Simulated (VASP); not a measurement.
# PtS2 (Pbam) in VASP: notebook

The runs below take PtS2 through single point, relaxation of cell and atoms, with PBE.

All numbers are computed with VASP 6.6.1; they aren't measurements. Logs are shortened: lines on timing, memory, paths and dates and some standing lists are left out, and cuts for length are marked.

### Step 1. The cell of the first run

The structure is orthorhombic, space group Pbam (No. 55). Conventional cell: a = 4.449 Å, b = 8.091 Å, c = 4.198 Å, α = 90.00°, β = 90.00°, γ = 90.00°. Within 3.0 Å of Pt (site symmetry 2/m) lie 4 S at 2.27 to 2.44 Å. Within 3.0 Å of S (site symmetry m) lie 2 S at 2.25 Å and 2 Pt at 2.27 to 2.44 Å.

The cell was generated, and may not be a known phase.

### Step 2. Single point, PBE

INCAR reads:

```
ALGO     = Normal         # electronic algorithm
EDIFF    = 1E-6           # SCF threshold, eV
ENCUT    = 520            # plane-wave cutoff, eV
GGA      = PE             # functional
ISIF     = 2              # what is computed and relaxed
ISMEAR   = 0              # smearing method
LASPH    = T              # aspherical terms in the spheres
LCHARG   = F              # write CHGCAR
LREAL    = F              # projectors in reciprocal space
LWAVE    = F              # write WAVECAR
NBANDS   = 31             # bands
NELM     = 100            # most SCF steps
PREC     = Accurate       # precision mode
SIGMA    = 0.1            # smearing width, eV
```

KPOINTS reads:

```
k-points
0
Gamma
  4 2 4
```

POSCAR reads:

```
PtS2
1.0
    4.4488704100      0.0000000000      0.0000000000
    0.0000000000      8.0910682300      0.0000000000
    0.0000000000      0.0000000000      4.1977380200
Pt S
2 4
Direct
    0.5000000000      0.0000000000      0.5000000000
    0.0000000000      0.5000000000      0.5000000000
    0.3520536000      0.2691476100      0.5000000000
    0.6479464000      0.7308523900      0.5000000000
    0.8520536000      0.2308523900      0.5000000000
    0.1479464000      0.7691476100      0.5000000000
```

Potentials or basis: VASP PAW PBE potentials, release 64 (Pt, S).

The run is started by

```
> cat potpaw_PBE.64/Pt/POTCAR potpaw_PBE.64/S/POTCAR > POTCAR
> mpirun -np 1 vasp_std > vasp.out
```

OUTCAR:

```text
EDIFF = 1E-6
   ENCUT = 520
   GGA = PE
   ISIF = 2
   ISMEAR = 0
   LASPH = T
   LREAL = F
   NELM = 100
   PREC = Accurate

 ion  position               nearest neighbor table
   1  0.500  0.000  0.500-   3 2.27   4 2.27   5 2.44   6 2.44
   2  0.000  0.500  0.500-   5 2.27   6 2.27   3 2.44   4 2.44
   3  0.352  0.269  0.500-   5 2.25   5 2.25   1 2.27   2 2.44
   4  0.648  0.731  0.500-   6 2.25   6 2.25   1 2.27   2 2.44
   5  0.852  0.231  0.500-   3 2.25   3 2.25   2 2.27   1 2.44
   6  0.148  0.769  0.500-   4 2.25   4 2.25   2 2.27   1 2.44

  LATTYP: Found a simple orthorhombic cell.
 ALAT       =     4.1977380200
 B/A-ratio  =     1.0598256463
 C/A-ratio  =     1.9274828947

  Lattice vectors:

 A1 = (   0.0000000000,   0.0000000000,   4.1977380200)
 A2 = (   4.4488704100,   0.0000000000,   0.0000000000)
 A3 = (   0.0000000000,   8.0910682300,   0.0000000000)

Analysis of symmetry for initial positions (statically):
=====================================================================
 Subroutine PRICEL returns:
 Original cell was already a primitive cell.

 Routine SETGRP: Setting up the symmetry group for a
 simple orthorhombic supercell.

 Subroutine GETGRP returns: Found  8 space group operations
 (whereof  4 operations were pure point group operations)
 out of a pool of  8 trial point group operations.

The static configuration has the point symmetry C_2h.
 The point group associated with its full space group is D_2h.

Analysis of symmetry for dynamics (positions and initial velocities):
=====================================================================
 Subroutine PRICEL returns:
 Original cell was already a primitive cell.

 Routine SETGRP: Setting up the symmetry group for a
 simple orthorhombic supercell.

 Subroutine GETGRP returns: Found  8 space group operations
 (whereof  4 operations were pure point group operations)
 out of a pool of  8 trial point group operations.

The dynamic configuration has the point symmetry C_2h.
 The point group associated with its full space group is D_2h.

 Subroutine INISYM returns: Found  8 space group operations
 (whereof  4 operations are pure point group operations),
 and found     1 'primitive' translations

----------------------------------------------------------------------------------------

                                     Primitive cell

  volume of cell :     151.1023

  direct lattice vectors                    reciprocal lattice vectors
     4.448870410  0.000000000  0.000000000     0.224776158  0.000000000  0.000000000
     0.000000000  8.091068230  0.000000000     0.000000000  0.123593075  0.000000000
     0.000000000  0.000000000  4.197738020     0.000000000  0.000000000  0.238223537

  length of vectors
     4.448870410  8.091068230  4.197738020     0.224776158  0.123593075  0.238223537

  position of ions in fractional coordinates (direct lattice)
     0.500000000  0.000000000  0.500000000
     0.000000000  0.500000000  0.500000000
     0.352053600  0.269147610  0.500000000
     0.647946400  0.730852390  0.500000000
     0.852053600  0.230852390  0.500000000
     0.147946400  0.769147610  0.500000000

  ion indices of the primitive-cell ions
   primitive index   ion index
                 1           1
                 2           2
                 3           3
                 4           4
                 5           5
                 6           6

----------------------------------------------------------------------------------------

 KPOINTS: k-points

Automatic generation of k-mesh.
 Grid dimensions read from file:
 generate k-points for:    4    2    4

 Generating k-lattice:

  Cartesian coordinates                     Fractional coordinates (reciprocal lattice)
     0.056194040  0.000000000  0.000000000     0.250000000  0.000000000  0.000000000
     0.000000000  0.061796537  0.000000000     0.000000000  0.500000000  0.000000000
     0.000000000  0.000000000  0.059555884     0.000000000  0.000000000  0.250000000

  Length of vectors
     0.056194040  0.061796537  0.059555884

  Shift w.r.t. Gamma in fractional coordinates (k-lattice)
     0.000000000  0.000000000  0.000000000

 Subroutine IBZKPT returns following result:
 ===========================================

 Found     18 irreducible k-points:

 Following reciprocal coordinates:
            Coordinates               Weight
  0.000000  0.000000  0.000000      1.000000
  0.250000  0.000000  0.000000      2.000000
  0.500000  0.000000  0.000000      1.000000
  0.000000  0.500000  0.000000      1.000000
  0.250000  0.500000  0.000000      2.000000
  0.500000  0.500000  0.000000      1.000000
[... 10 lines left out ...]
  0.250000  0.500000  0.500000      2.000000
  0.500000  0.500000  0.500000      1.000000
   k-points           NKPTS =     18   k-points in BZ     NKDIM =     18   number of bands    NBANDS=     31
   number of dos      NEDOS =    301   number of ions     NIONS =      6
   total plane-waves  NPLWV =  69120
   dimension x,y,z NGX =    36 NGY =   60 NGZ =   32
   dimension x,y,z NGXF=    72 NGYF=  120 NGZF=   64
   ions per type =               2   4
   NGX,Y,Z   is equivalent  to a cutoff of  13.45, 12.33, 12.67 a.u.
   NGXF,Y,Z  is equivalent  to a cutoff of  26.91, 24.66, 25.35 a.u.
 SYSTEM =  unknown system
   PREC   = accura    normal or accurate (medium, high low for compatibility)
   ISTART =      0    job   : 0-new  1-cont  2-samecut
   ICHARG =      2    charge: 1-file 2-atom 10-const
   ISPIN  =      1    spin polarized calculation?
   LNONCOLLINEAR =      F non collinear calculations
   LSORBIT =      F    spin-orbit coupling
   LASPH  =      T    aspherical Exc in radial PAW
   ENCUT  =  520.0 eV  38.22 Ry    6.18 a.u.   8.27 15.04  7.81*2*pi/ulx,y,z
   NELM   =    100;   NELMIN=  2; NELMDL= -5     # of ELM steps
   EDIFF  = 0.1E-05   stopping-criterion for ELM
   LREAL  =      F    real-space projection
   EDIFFG = 0.1E-04   stopping-criterion for IOM
   NSW    =      0    number of steps for IOM
   IBRION =     -1    ionic relax: 0-MD 1-quasi-New 2-CG
   NFREE  =      0    steps in history (QN), initial steepest desc. (CG)
   ISIF   =      2    stress and relaxation
   ISYM   =      2    0-nonsym 1-usesym 2-fastsym
   POTIM  = 0.5000    time-step for ionic-motion
   TEBEG  =    0.0;   TEEND  =   0.0 temperature during run
   PSTRESS=    0.0 pullay stress
   NELECT =      44.0000    total number of electrons
   NUPDOWN=      -1.0000    fix difference up-down
   EMIN   =  10.00;   EMAX   =-10.00  energy-range for DOS
   EFERMI =   0.00;   METHOD = LEGACY
   ISMEAR =     0;   SIGMA  =   0.10  broadening in eV -4-tet -1-fermi 0-gaus
   EFERMI_NEDOS =   21; number of points for ismear=-14 and -15
   IALGO  =     38    algorithm
   IMIX   =      4    mixing-type and parameters
     AMIX     =   0.40;   BMIX     =  1.00
     AMIX_MAG =   1.60;   BMIX_MAG =  1.00
  volume/ion in A,a.u.               =      25.18       169.95
  Fermi-wavevector in a.u.,A,eV,Ry     =   1.085097  2.050537 16.019996  1.177436
  Thomas-Fermi vector in A             =   2.221203
   LORBIT       =      0    0 simple, 1 ext, 2 COOP (PROOUT), +10 PAW based schemes
   GGA     = PE    functional components
   LHFCALC =     F    Hartree Fock is set to
   AEXX    =    0.0000 exact exchange contribution
   IVDW    =     0    specifies the selected vdW correction
   LEPSILON=     F    determine dielectric tensor
   LRPA    =     F    only Hartree local field effects (RPA)
 non-spin polarized calculation
 Gauss-broadening in eV      SIGMA  =   0.10
  energy-cutoff  :      520.00
  volume of cell :      151.10
 maximum number of plane-waves:      4096
 NGX is ok and might be reduce to    36
   NGX = 17   NGY = 31   NGZ = 15

 number of electron      44.0000002 magnetization

 Free energy of the ion-electron system (eV)
  ---------------------------------------------------
  ext. energy  EPLUGINS =         0.00000000
  ---------------------------------------------------
  free energy    TOTEN  =       -25.17347902 eV

  energy without entropy =      -25.12686034  energy(sigma->0) =      -25.15016968

 E-fermi :   3.2959     XC(G=0):  -8.7188

 val. band max:        3.2903843837   @ k =   0.5000   0.0000   0.0000
 cond. band min:       3.3205541724   @ k =   0.2500   0.5000   0.2500
 fundamental gap:      0.0301697888
 Fermi energy:         3.2959404329

 k-point     1 :       0.0000    0.0000    0.0000
  band No.  band energies     occupation
      1     -13.0368      2.00000
      2     -12.3846      2.00000
      3      -7.6469      2.00000
      4      -6.8787      2.00000
      5      -6.1068      2.00000
      6      -4.5948      2.00000
[... 23 lines left out ...]
     30      10.0085      0.00000
     31      10.7051      0.00000

 k-point     2 :       0.2500    0.0000    0.0000
  band No.  band energies     occupation
      1     -12.6045      2.00000
      2     -11.9960      2.00000
      3      -9.2958      2.00000
      4      -9.0343      2.00000
      5      -4.2261      2.00000
      6      -3.0098      2.00000
[... 23 lines left out ...]
     30       9.1914      0.00000
     31       9.3996      0.00000

 k-point     3 :       0.5000    0.0000    0.0000
  band No.  band energies     occupation
      1     -11.3276      2.00000
      2     -11.3276      2.00000
      3     -10.8493      2.00000
      4     -10.8493      2.00000
      5      -2.8557      2.00000
      6      -2.8557      2.00000
[... 23 lines left out ...]
     30       9.8495      0.00000
     31      10.2607      0.00000

 k-point     4 :       0.0000    0.5000    0.0000
  band No.  band energies     occupation
      1     -12.7389      2.00000
      2     -12.7389      2.00000
      3      -7.3085      2.00000
      4      -7.3085      2.00000
      5      -5.3353      2.00000
      6      -5.3353      2.00000
[... 431 lines left out ...]
     30       9.3493      0.00000
     31       9.5211      0.00000

 k-point    17 :       0.2500    0.5000    0.5000
  band No.  band energies     occupation
      1     -12.2665      2.00000
      2     -12.2665      2.00000
      3      -9.0543      2.00000
      4      -9.0543      2.00000
      5      -3.8324      2.00000
      6      -3.8324      2.00000
[... 23 lines left out ...]
     30       8.6139      0.00000
     31      10.8804      0.00000

 k-point    18 :       0.5000    0.5000    0.5000
  band No.  band energies     occupation
      1     -11.3028      2.00000
      2     -11.3028      2.00000
      3     -10.7327      2.00000
      4     -10.7327      2.00000
      5      -3.4694      2.00000
      6      -3.4694      2.00000
[... 23 lines left out ...]
     30      10.0751      0.00000
     31      10.1384      0.00000

------------------------ aborting loop because EDIFF is reached ----------------------------------------

  FORCE on cell =-STRESS in cart. coord.  units (eV):
  Direction    XX          YY          ZZ          XY          YZ          ZX
  --------------------------------------------------------------------------------------
  -------------------------------------------------------------------------------------
  Total       10.5779011      0.5581330     -0.8750839     -0.0000000      0.0000000      0.0000000
  in kB      112.1602932      5.9180327     -9.2787471     -0.0000000      0.0000000      0.0000000
  external PRESSURE =      36.2665263 kB  Pullay stress =       0.0000000 kB

 VOLUME and BASIS-vectors are now :
 -----------------------------------------------------------------------------
  energy-cutoff  :      520.00
  volume of cell :      151.10
      direct lattice vectors                 reciprocal lattice vectors
     4.448870410  0.000000000  0.000000000     0.224776158  0.000000000  0.000000000
     0.000000000  8.091068230  0.000000000     0.000000000  0.123593075  0.000000000
     0.000000000  0.000000000  4.197738020     0.000000000  0.000000000  0.238223537

 POSITION                                       TOTAL-FORCE (eV/Angst)
 -----------------------------------------------------------------------------------
      2.22444      0.00000      2.09887         0.000000      0.000000      0.000000
      0.00000      4.04553      2.09887         0.000000      0.000000      0.000000
      1.56624      2.17769      2.09887        -0.487290      0.219849     -0.000000
      2.88263      5.91338      2.09887         0.487290     -0.219849      0.000000
      3.79068      1.86784      2.09887        -0.487290     -0.219849      0.000000
      0.65819      6.22323      2.09887         0.487290      0.219849      0.000000
 -----------------------------------------------------------------------------------
    total drift:                                0.000000      0.000000      0.000000

  FREE ENERGIE OF THE ION-ELECTRON SYSTEM (eV)
  ---------------------------------------------------
  free  energy   TOTEN  =       -25.1734790171 eV

  energy  without entropy=      -25.1268603373  energy(sigma->0) =      -25.15016968
```

Run time: 61 s. Hardware: 1 thread of AMD EPYC 9R45 (Zen 5), shared host; peak memory 0.24 GiB.

Results:

```
Free energy            : -25.1735 eV
Pressure               : 3.6 GPa
Largest force          : 0.535 eV/Å
Band gap on the k mesh : zero (bands 22 and 23 overlap by 0.87 eV)
```

Forces in eV/Å, atoms in the order of the input:
```
Pt   0.000  0.000  0.000
Pt   0.000  0.000  0.000
S   -0.487  0.220  0.000
S    0.487 -0.220  0.000
S   -0.487 -0.220  0.000
S    0.487  0.220  0.000
```

Caveat: the k points lie up to 0.39 Å⁻¹ apart, too coarse for converged energies and pressures of a metal; spin-orbit coupling is left out, which moves the levels of the heavy elements.

### Step 3. Relaxation of cell and atoms, PBE

INCAR reads:

```
  PREC = Accurate
  ENCUT = 600
  EDIFF = 1E-7
  ISMEAR = 0
  SIGMA = 0.1
  LREAL = F
  LASPH = T
  NELM = 60
  ALGO = Normal
  ISIF = 3
  LWAVE = F
  LCHARG = F
  GGA = PE
  IBRION = 2
  NSW = 90
  EDIFFG = -0.04
```

KPOINTS reads:

```
regular mesh
0
Gamma
  4 2 4
```

POSCAR is that of step 2.

Potentials or basis: VASP PAW PBE potentials, release 64 (Pt, S).

The run is started by

```
> cat potpaw_PBE.64/Pt/POTCAR potpaw_PBE.64/S/POTCAR > POTCAR
> mpirun -np 1 vasp_std > vasp.out
```

Run time: 40 min. Hardware: 1 thread of AMD EPYC 9R45 (Zen 5), shared host; peak memory 0.34 GiB.

The run converged. Its results:

| Quantity | Value |
| --- | --- |
| Free energy | -28.6976 eV |
| Relaxed volume | 17.28 Å³/atom |
| Relaxed cell | a = 5.744 Å, b = 6.687 Å, c = 2.700 Å, α = 90.00°, β = 90.00°, γ = 90.00° |
| Space group after relaxing (to 0.1 Å) | Pbam (No. 55) |
| Energy gained by relaxing | 587.2 meV/atom |
| Ionic steps | 67 |
| Pressure after relaxing | -0.1 GPa |
| Largest force after relaxing | 0.018 eV/Å |
| Band gap on the k mesh | zero (bands 22 and 23 overlap by 2.61 eV) |

Forces in eV/Å, atoms in the order of the input:
```
Pt   0.000  0.000  0.000
Pt   0.000  0.000  0.000
S    0.000 -0.018  0.000
S    0.000  0.018  0.000
S    0.000  0.018  0.000
S    0.000 -0.018  0.000
```

Stress tensor (GPa, compression positive):
```
-0.01  0.00  0.00
 0.00 -0.22  0.00
 0.00  0.00 -0.12
```

The path:
```csv
step,energy change (eV),largest force (eV/Å),pressure (GPa),volume (Å³)
1,0.0000,0.5352,3.66,151.10
3,-0.3927,0.4334,-2.74,161.73
5,-0.6013,0.8625,-0.03,158.09
7,-0.8623,0.2792,-0.59,152.26
9,-0.8677,0.2883,-0.77,152.97
11,-0.8959,0.3002,0.67,148.75
13,-0.9205,0.3370,-0.79,147.45
15,-0.9765,0.1986,-0.63,142.37
17,-1.0739,0.4993,0.75,120.30
19,-1.0850,0.5721,1.17,118.66
21,-1.5739,1.2986,8.10,99.19
23,-1.5605,1.2555,7.00,100.72
25,-1.5852,1.2651,7.64,99.31
27,-1.6133,1.2579,8.65,97.51
29,-1.7519,1.1297,6.59,98.22
31,-2.0528,0.8405,0.03,101.01
33,-2.1009,0.8354,-1.45,101.73
35,-2.3232,1.1069,0.86,100.14
37,-2.4869,1.3479,5.62,98.05
39,-2.7835,1.4391,4.53,99.40
41,-3.3222,0.4433,2.87,103.85
43,-3.4853,0.2095,-0.84,106.85
45,-3.4989,0.0970,0.25,105.75
47,-3.5007,0.0779,-0.20,105.97
49,-3.5048,0.0621,0.12,105.42
51,-3.5077,0.0671,0.57,104.62
53,-3.5114,0.0779,-0.21,104.88
55,-3.5123,0.0786,-1.19,105.15
57,-3.5157,0.0852,-1.32,104.64
59,-3.5181,0.0704,-0.98,104.54
61,-3.5212,0.0569,0.12,103.63
63,-3.5222,0.0521,0.06,103.60
65,-3.5223,0.0503,0.06,103.59
67,-3.5232,0.0182,-0.12,103.71
```

Final structure:
```
Pt S
1.0
     5.74378    0.00000    0.00000
     0.00000    6.68680    0.00000
     0.00000    0.00000    2.70015
Pt S
2 4
Direct
  0.50000 0.00000 0.50000
  0.00000 0.50000 0.50000
  0.37248 0.34269 0.50000
  0.62752 0.65731 0.50000
  0.87248 0.15731 0.50000
  0.12752 0.84269 0.50000
```

Levels at points of the mesh, in eV from the Fermi level:
```
           k point  band 18  band 19  band 20  band 21  band 22  band 23  band 24  band 25
(0.00, 0.00, 0.00)    -1.71    -1.03    -0.51     0.14     1.45     1.98     2.09     3.11
(0.50, 0.00, 0.00)    -1.84    -0.73    -0.73     0.71     0.71     2.12     2.12     2.86
(0.00, 0.50, 0.00)    -1.83    -1.21    -1.21     0.50     0.50     2.03     2.03     2.90
(0.50, 0.50, 0.00)    -2.10    -1.74    -1.74     1.59     1.59     2.46     2.46     2.48
(0.00, 0.00, 0.50)    -2.74    -2.11    -2.01     0.32     0.50     0.60     1.53     1.56
(0.50, 0.00, 0.50)    -2.95    -1.84    -1.84     0.83     0.83     1.19     1.19     1.85
(0.00, 0.50, 0.50)    -3.09    -2.16    -2.16    -0.15    -0.15     1.76     1.76     1.94
(0.50, 0.50, 0.50)    -2.66    -1.87    -1.87    -1.56    -1.56     1.42     1.42     2.57
```

Caveat: the k points lie up to 0.58 Å⁻¹ apart in the final cell, too coarse for converged energies and pressures of a metal; the volume moved by over 15 % at a fixed basis, so the end points are rough; spin-orbit coupling is left out, which moves the levels of the heavy elements.

[end of part 1 of 2]

The gap in the log of VASP goes by the Fermi energy; the results here count the filled bands.